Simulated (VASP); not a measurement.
A run of VASP 6.6.1:

Contents of INCAR:

```
SYSTEM = Cu
  PREC = Accurate
  ENCUT = 520
  EDIFF = 1E-6
  ISMEAR = 0
  SIGMA = 0.15
  LREAL = .False.
  LASPH = .True.
  NELM = 80
  ALGO = Normal
  ISIF = 2
  LWAVE = .False.
  LCHARG = .True.
  GGA = PE
  LELF = .True.
  LVHAR = .True.
  NBANDS = 12
```

KPOINTS

```
Automatic mesh
0
Gamma
  22 22 22
  0 0 0
```

The input POSCAR:

```
Cu
1.0
    0.0000000000      1.7623125000      1.8075000000
    1.7623125000      0.0000000000      1.8075000000
    1.7623125000      1.7623125000      0.0000000000
Cu
1
Direct
    0.0000000000      0.0000000000      0.0000000000
```

Potentials or basis: VASP PAW PBE potentials, release 64 (Cu).

Run with:

```console
$ cat potpaw_PBE.64/Cu/POTCAR > POTCAR
$ mpirun -np 1 vasp_std > vasp.out
```

Hardware: 1 thread of AMD EPYC 7R13, with other jobs on the host.

Task: How long does it take, and how much memory?

Result: Wall time 2.9 min on 1 thread of AMD EPYC 7R13, with other jobs on the host, peak memory 0.19 GiB. Counts: scf iterations 12, k points 834.
